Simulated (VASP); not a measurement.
A run of VASP 6.6.1 is set up as follows.

File INCAR:

```
  ALGO = Normal
  EDIFF = 1E-7
  ENCUT = 520
  GGA = PS
  ISIF = 2
  ISMEAR = 0
  LASPH = T
  LCHARG = F
  LREAL = F
  LWAVE = F
  NBANDS = 16
  NELM = 60
  PREC = Accurate
  SIGMA = 0.15
```

Contents of KPOINTS:

```
k-points
0
Gamma
  16 16 16
```

The input POSCAR:

```
CoSi2
1.0
    0.0000000000      2.6662149244      2.6662149244
    2.6562539720      0.0099609524      2.6562539720
    2.6562539720      2.6562539720      0.0099609524
Co Si
1 2
Direct
    0.0000000000      0.0000000000      0.0000000000
    0.2500000000      0.2500000000      0.2500000000
    0.7500000000      0.7500000000      0.7500000000
```

Potentials or basis: VASP PAW PBE potentials, release 64 (Co, Si).

Command:

```console
$ cat potpaw_PBE.64/Co/POTCAR potpaw_PBE.64/Si/POTCAR > POTCAR
$ mpirun -np 1 vasp_std > vasp.out
```

(1) Estimate the pressure.

(2) What does it give for the band gap on the k mesh?

(3) Estimate the largest force.

Answers

(1) 0.1 GPa.

(2) zero (an odd number of electrons rules out a gap without spin polarisation).

(3) 0.071 eV/Å.

Caveat: the cell differs from its parent crystal (strain +0.0075 x Voigt [0, 0, 0, 1, 0, 0]); the PAW data sets were made with another functional, which shifts forces and pressure a little; the run has no spin polarisation, though such a crystal can be magnetic.
